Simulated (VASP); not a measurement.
# TePb (zincblende type) (F-43m) in VASP: single point with LDA

Aim: the single point of TePb (zincblende type) with LDA.

All numbers are computed with VASP 6.6.1; they aren't measurements. Logs are shortened: lines on timing, memory, paths and dates and some standing lists are left out, and cuts for length are marked.

## Step 1: The cell of the first run

The structure is cubic, space group F-43m (No. 216). Conventional cell: a = 6.977 Å, b = 6.977 Å, c = 6.977 Å, α = 90.00°, β = 90.00°, γ = 90.00°. Pb (site symmetry -43m) has 4 Te at 3.02 Å within 4.0 Å. Te (site symmetry -43m) has 4 Pb at 3.02 Å within 4.0 Å.

## Step 2: Single point, LDA (42.45 Å³/atom)

The input, POSCAR:

```
TePb
1.0
    0.0000000000      3.4885337119      3.4885337119
    3.4885337119      0.0000000000      3.4885337119
    3.4885337119      3.4885337119      0.0000000000
Pb Te
1 1
Direct
    0.0000000000      0.0000000000      0.0000000000
    0.2500000000      0.2500000000      0.2500000000
```

The input, INCAR.step1:

```
SYSTEM = TePb
ALGO = Normal ; EDIFF = 1E-7
ENCUT = 520 ; GGA = CA
ISIF = 2 ; ISMEAR = -1
LASPH = .True. ; LCHARG = .True.
LREAL = .False. ; LWAVE = .False.
NBANDS = 17 ; NELM = 100
PREC = Accurate ; SIGMA = 0.08
```

The input, KPOINTS.step1:

```
k-points
0
Gamma
  12 12 12
  0 0 0
```

The input, INCAR.step2:

```
SYSTEM = TePb
ALGO = Normal ; EDIFF = 1E-7
ENCUT = 520 ; GGA = CA
ICHARG = 11 ; ISIF = 2
ISMEAR = -5 ; LASPH = .True.
LCHARG = .False. ; LORBIT = 11
LREAL = .False. ; LWAVE = .False.
NEDOS = 1001 ; NELM = 100
PREC = Accurate ; SIGMA = 0.08
```

The input, KPOINTS.step2:

```
k-points
0
Gamma
  18 18 18
  0 0 0
```

Potentials or basis: VASP PAW LDA potentials, release 64 (Pb_d, Te).

On the command line:

```
$ cat potpaw_LDA.64/Pb_d/POTCAR potpaw_LDA.64/Te/POTCAR > POTCAR
$ cp INCAR.step1 INCAR
$ cp KPOINTS.step1 KPOINTS
$ mpirun -np 1 vasp_std > vasp.out
$ cp INCAR.step2 INCAR
$ cp KPOINTS.step2 KPOINTS
$ mpirun -np 1 vasp_std > vasp.out
```

OUTCAR:

```text
SYSTEM = TePb
   EDIFF = 1E-7
   ENCUT = 520
   GGA = CA
   ICHARG = 11
   ISIF = 2
   ISMEAR = -5
   LASPH = .True.
   LORBIT = 11
   LREAL = .False.
   NELM = 100
   PREC = Accurate

 ion  position               nearest neighbor table
   1  0.000  0.000  0.000-   2 3.02   2 3.02   2 3.02   2 3.02
   2  0.250  0.250  0.250-   1 3.02   1 3.02   1 3.02   1 3.02

  LATTYP: Found a face centered cubic cell.
 ALAT       =     6.9770674238

  Lattice vectors:

 A1 = (   0.0000000000,   3.4885337119,   3.4885337119)
 A2 = (   3.4885337119,   0.0000000000,   3.4885337119)
 A3 = (   3.4885337119,   3.4885337119,   0.0000000000)

Analysis of symmetry for initial positions (statically):
=====================================================================
 Subroutine PRICEL returns:
 Original cell was already a primitive cell.

 Routine SETGRP: Setting up the symmetry group for a
 face centered cubic supercell.

 Subroutine GETGRP returns: Found 24 space group operations
 (whereof 24 operations were pure point group operations)
 out of a pool of 48 trial point group operations.

The static configuration has the point symmetry T_d .

Analysis of symmetry for dynamics (positions and initial velocities):
=====================================================================
 Subroutine PRICEL returns:
 Original cell was already a primitive cell.

 Routine SETGRP: Setting up the symmetry group for a
 face centered cubic supercell.

 Subroutine GETGRP returns: Found 24 space group operations
 (whereof 24 operations were pure point group operations)
 out of a pool of 48 trial point group operations.

The dynamic configuration has the point symmetry T_d .

 Subroutine INISYM returns: Found 24 space group operations
 (whereof 24 operations are pure point group operations),
 and found     1 'primitive' translations

----------------------------------------------------------------------------------------

                                     Primitive cell

  volume of cell :      84.9100

  direct lattice vectors                    reciprocal lattice vectors
     0.000000000  3.488533712  3.488533712    -0.143326693  0.143326693  0.143326693
     3.488533712  0.000000000  3.488533712     0.143326693 -0.143326693  0.143326693
     3.488533712  3.488533712  0.000000000     0.143326693  0.143326693 -0.143326693

  length of vectors
     4.933531688  4.933531688  4.933531688     0.248249114  0.248249114  0.248249114

  position of ions in fractional coordinates (direct lattice)
     0.000000000  0.000000000  0.000000000
     0.250000000  0.250000000  0.250000000

  ion indices of the primitive-cell ions
   primitive index   ion index
                 1           1
                 2           2

----------------------------------------------------------------------------------------

 KPOINTS: k-points

Automatic generation of k-mesh.
 Grid dimensions read from file:
 generate k-points for:   18   18   18

 Generating k-lattice:

  Cartesian coordinates                     Fractional coordinates (reciprocal lattice)
    -0.007962594  0.007962594  0.007962594     0.055555556  0.000000000  0.000000000
     0.007962594 -0.007962594  0.007962594     0.000000000  0.055555556  0.000000000
     0.007962594  0.007962594 -0.007962594     0.000000000  0.000000000  0.055555556

  Length of vectors
     0.013791617  0.013791617  0.013791617

  Shift w.r.t. Gamma in fractional coordinates (k-lattice)
     0.000000000  0.000000000  0.000000000

 TETIRR: Found    806 inequivalent tetrahedra from    34992

 Subroutine IBZKPT returns following result:
 ===========================================

 Found    195 irreducible k-points:

 Following reciprocal coordinates:
            Coordinates               Weight
  0.000000  0.000000  0.000000      1.000000
  0.055556  0.000000  0.000000      8.000000
  0.111111  0.000000  0.000000      8.000000
  0.166667  0.000000  0.000000      8.000000
  0.222222  0.000000  0.000000      8.000000
  0.277778  0.000000  0.000000      8.000000
[... 16 lines left out ...]
 -0.277778  0.055556  0.000000     24.000000
 -0.222222  0.055556  0.000000     24.000000
 [... further k-points ...]
   k-points           NKPTS =    195   k-points in BZ     NKDIM =    195   number of bands    NBANDS=     14
   number of dos      NEDOS =   1001   number of ions     NIONS =      2
   total plane-waves  NPLWV =  64000
   dimension x,y,z NGX =    40 NGY =   40 NGZ =   40
   dimension x,y,z NGXF=    80 NGYF=   80 NGZF=   80
   ions per type =               1   1
   NGX,Y,Z   is equivalent  to a cutoff of  13.48, 13.48, 13.48 a.u.
   NGXF,Y,Z  is equivalent  to a cutoff of  26.96, 26.96, 26.96 a.u.
 SYSTEM =  TePb
   PREC   = accura    normal or accurate (medium, high low for compatibility)
   ISTART =      0    job   : 0-new  1-cont  2-samecut
   ICHARG =     11    charge: 1-file 2-atom 10-const
   ISPIN  =      1    spin polarized calculation?
   LNONCOLLINEAR =      F non collinear calculations
   LSORBIT =      F    spin-orbit coupling
   LASPH  =      T    aspherical Exc in radial PAW
   ENCUT  =  520.0 eV  38.22 Ry    6.18 a.u.   9.17  9.17  9.17*2*pi/ulx,y,z
   NELM   =    100;   NELMIN=  2; NELMDL=  0     # of ELM steps
   EDIFF  = 0.1E-06   stopping-criterion for ELM
   LREAL  =      F    real-space projection
   EDIFFG = 0.1E-05   stopping-criterion for IOM
   NSW    =      0    number of steps for IOM
   IBRION =     -1    ionic relax: 0-MD 1-quasi-New 2-CG
   NFREE  =      0    steps in history (QN), initial steepest desc. (CG)
   ISIF   =      2    stress and relaxation
   ISYM   =      2    0-nonsym 1-usesym 2-fastsym
   POTIM  = 0.5000    time-step for ionic-motion
   TEBEG  =    0.0;   TEEND  =   0.0 temperature during run
   PSTRESS=    0.0 pullay stress
   NELECT =      20.0000    total number of electrons
   NUPDOWN=      -1.0000    fix difference up-down
   EMIN   =  10.00;   EMAX   =-10.00  energy-range for DOS
   EFERMI =   0.00;   METHOD = LEGACY
   ISMEAR =    -5;   SIGMA  =   0.08  broadening in eV -4-tet -1-fermi 0-gaus
   EFERMI_NEDOS =   21; number of points for ismear=-14 and -15
   IALGO  =     38    algorithm
   IMIX   =      4    mixing-type and parameters
     AMIX     =   0.40;   BMIX     =  1.00
     AMIX_MAG =   1.60;   BMIX_MAG =  1.00
  volume/ion in A,a.u.               =      42.45       286.50
  Fermi-wavevector in a.u.,A,eV,Ry     =   1.011033  1.910575 13.907703  1.022187
  Thomas-Fermi vector in A             =   2.144058
   LORBIT       =     11    0 simple, 1 ext, 2 COOP (PROOUT), +10 PAW based schemes
   GGA     = CA    functional components
   LHFCALC =     F    Hartree Fock is set to
   AEXX    =    0.0000 exact exchange contribution
   IVDW    =     0    specifies the selected vdW correction
   LEPSILON=     F    determine dielectric tensor
   LRPA    =     F    only Hartree local field effects (RPA)
 non-spin polarized calculation
 Fermi weights with tetrahedron method with Bloechl corrections
  energy-cutoff  :      520.00
  volume of cell :       84.91
 maximum number of plane-waves:      2301
 NGX is ok and might be reduce to    40

 number of electron      19.9999999 magnetization

 Free energy of the ion-electron system (eV)
  ---------------------------------------------------
  ext. energy  EPLUGINS =         0.00000000
  ---------------------------------------------------
  free energy    TOTEN  =        -8.09478441 eV

  energy without entropy =       -8.09478441  energy(sigma->0) =       -8.09478441

 E-fermi :   3.8225     XC(G=0):  -8.3418

 val. band max:        3.8189901684   @ k =  -0.2778   0.5000   0.2222
 cond. band min:       3.9517438545   @ k =   0.5000   0.5000   0.0000
 fundamental gap:      0.1327536861
 Fermi energy:         3.8225282862

 k-point     1 :       0.0000    0.0000    0.0000
  band No.  band energies     occupation
      1     -13.2469      2.00000
      2     -13.2469      2.00000
      3     -13.2469      2.00000
      4     -13.1983      2.00000
      5     -13.1983      2.00000
      6      -8.4561      2.00000
      7      -2.1767      2.00000
      8       2.0069      2.00000
      9       2.0069      2.00000
     10       2.0069      2.00000
     11       5.0918      0.00000
     12       5.0918      0.00000
     13       5.0918      0.00000
     14       7.5605      0.00000

 k-point     2 :       0.0556    0.0000    0.0000
  band No.  band energies     occupation
      1     -13.2475      2.00000
      2     -13.2466      2.00000
      3     -13.2466      2.00000
      4     -13.1983      2.00000
      5     -13.1983      2.00000
      6      -8.4360      2.00000
      7      -2.2510      2.00000
      8       1.9792      2.00000
      9       1.9792      2.00000
     10       2.0102      2.00000
     11       5.0962      0.00000
     12       5.1343      0.00000
     13       5.1343      0.00000
     14       7.7077      0.00000

 k-point     3 :       0.1111    0.0000    0.0000
  band No.  band energies     occupation
      1     -13.2493      2.00000
      2     -13.2458      2.00000
      3     -13.2458      2.00000
      4     -13.1983      2.00000
      5     -13.1983      2.00000
      6      -8.3764      2.00000
      7      -2.4587      2.00000
      8       1.9033      2.00000
      9       1.9033      2.00000
     10       2.0037      2.00000
     11       5.1538      0.00000
     12       5.2511      0.00000
     13       5.2511      0.00000
     14       8.0928      0.00000
[... 324 lines left out ...]
 k-point    23 :      -0.2778    0.0556    0.0000
  band No.  band energies     occupation
      1     -13.2607      2.00000
      2     -13.2412      2.00000
      3     -13.2404      2.00000
      4     -13.1984      2.00000
      5     -13.1976      2.00000
      6      -7.9319      2.00000
      7      -3.6504      2.00000
      8       1.2110      2.00000
      9       1.5781      2.00000
     10       1.9976      2.00000
     11       5.7303      0.00000
     12       5.7807      0.00000
     13       6.3714      0.00000
     14       9.2728      0.00000

 k-point    24 :      -0.2222    0.0556    0.0000
  band No.  band energies     occupation
      1     -13.2572      2.00000
      2     -13.2427      2.00000
      3     -13.2418      2.00000
      4     -13.1986      2.00000
      5     -13.1977      2.00000
      6      -8.0873      2.00000
      7      -3.2851      2.00000
      8       1.3532      2.00000
      9       1.6968      2.00000
     10       2.0599      2.00000
     11       5.5346      0.00000
     12       5.5693      0.00000
     13       6.0292      0.00000
     14       9.1682      0.00000

 [... further k-points ...]
[... 5 lines left out ...]
  --------------------------------------------------------------------------------------
  -------------------------------------------------------------------------------------
  Total        1.1905431      1.1905431      1.1905431      0.0000000      0.0000000     -0.0000000
  in kB       22.4645098     22.4645098     22.4645098      0.0000000      0.0000000     -0.0000000
  external PRESSURE =      22.4645098 kB  Pullay stress =       0.0000000 kB

 VOLUME and BASIS-vectors are now :
 -----------------------------------------------------------------------------
  energy-cutoff  :      520.00
  volume of cell :       84.91
      direct lattice vectors                 reciprocal lattice vectors
     0.000000000  3.488533712  3.488533712    -0.143326693  0.143326693  0.143326693
     3.488533712  0.000000000  3.488533712     0.143326693 -0.143326693  0.143326693
     3.488533712  3.488533712  0.000000000     0.143326693  0.143326693 -0.143326693

 POSITION                                       TOTAL-FORCE (eV/Angst)
 -----------------------------------------------------------------------------------
      0.00000      0.00000      0.00000        -0.000000     -0.000000     -0.000000
      1.74427      1.74427      1.74427         0.000000      0.000000      0.000000
 -----------------------------------------------------------------------------------
    total drift:                                0.000000      0.000000      0.000000

  FREE ENERGIE OF THE ION-ELECTRON SYSTEM (eV)
  ---------------------------------------------------
  free  energy   TOTEN  =        -8.0947844143 eV

  energy  without entropy=       -8.0947844143  energy(sigma->0) =       -8.09478441

 total charge

# of ion       s       p       d       tot
------------------------------------------
    1        1.470   0.667   9.819  11.957
    2        1.393   2.017   0.021   3.430
--------------------------------------------------
tot          2.863   2.684   9.840  15.387
```

It took 3.7 min on 1 thread of Intel Xeon Platinum 8375C at 2.90GHz (Ice Lake), shared host; peak memory 0.38 GiB.

What came out:

| Quantity | Value |
| --- | --- |
| Valence electrons inside the program's atomic spheres | Pb 11.96; Te 3.43 |

Levels at points of the mesh, in eV from the valence-band top:
| k point | band 7 | band 8 | band 9 | band 10 | band 11 | band 12 | band 13 | band 14 |
| --- | --- | --- | --- | --- | --- | --- | --- | --- |
| (0.00, 0.00, 0.00) | -6.00 | -1.81 | -1.81 | -1.81 | 1.27 | 1.27 | 1.27 | 3.74 |
| (0.50, 0.00, 0.00) | -8.25 | -2.49 | -2.49 | -2.32 | 2.17 | 2.17 | 4.01 | 5.44 |
| (0.50, 0.50, 0.00) | -8.87 | -3.32 | -3.32 | -0.82 | 0.13 | 4.74 | 4.74 | 5.59 |

Caveat: spin-orbit coupling is left out, which moves the levels of the heavy elements.
